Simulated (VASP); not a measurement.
Input of a VASP 6.6.1 run:

The input POSCAR:

```
Sc
1.0
    3.3304880426      0.0000000000      0.0000000000
   -1.6652440213      2.8842872519      0.0000000000
    0.0000000000      0.0000000000      5.1894690253
Sc
2
Direct
    0.3333333333      0.6666666667      0.2500000000
    0.6666666667      0.3333333333      0.7500000000
```

File INCAR.step1:

```
PREC = Accurate ; ENCUT = 520
ISMEAR = 0 ; SIGMA = 0.1
LREAL = F ; LASPH = T
NELM = 80 ; NBANDS = 18
GGA = PE ; ALGO = Normal
EDIFF = 1E-4 ; LWAVE = T
LCHARG = F
```

The input INCAR.step2:

```
PREC = Accurate ; ENCUT = 520
EDIFF = 1E-6 ; ISMEAR = 0
SIGMA = 0.1 ; LREAL = F
LASPH = T ; NELM = 80
ALGO = Normal ; ISIF = 2
LWAVE = F ; LCHARG = F
METAGGA = R2SCAN ; LMIXTAU = T
NBANDS = 18 ; ISTART = 1
```

KPOINTS

```
Automatic mesh
0
Gamma
  21 21 10
```

Potentials or basis: VASP PAW PBE potentials, release 64 (Sc_sv).

Run with:

```console
$ cat potpaw_PBE.64/Sc_sv/POTCAR > POTCAR
$ cp INCAR.step1 INCAR
$ mpirun -np 1 vasp_std > vasp.out
$ cp INCAR.step2 INCAR
$ mpirun -np 1 vasp_std > vasp.out
```

(1) What does it give for the pressure?

(2) Predict the band gap on the k mesh.

Results:

(1) 0.2 GPa.

(2) zero (bands 11 and 12 overlap by 1.57 eV).

Caveat: the PAW data sets were made with another functional, which shifts forces and pressure a little.
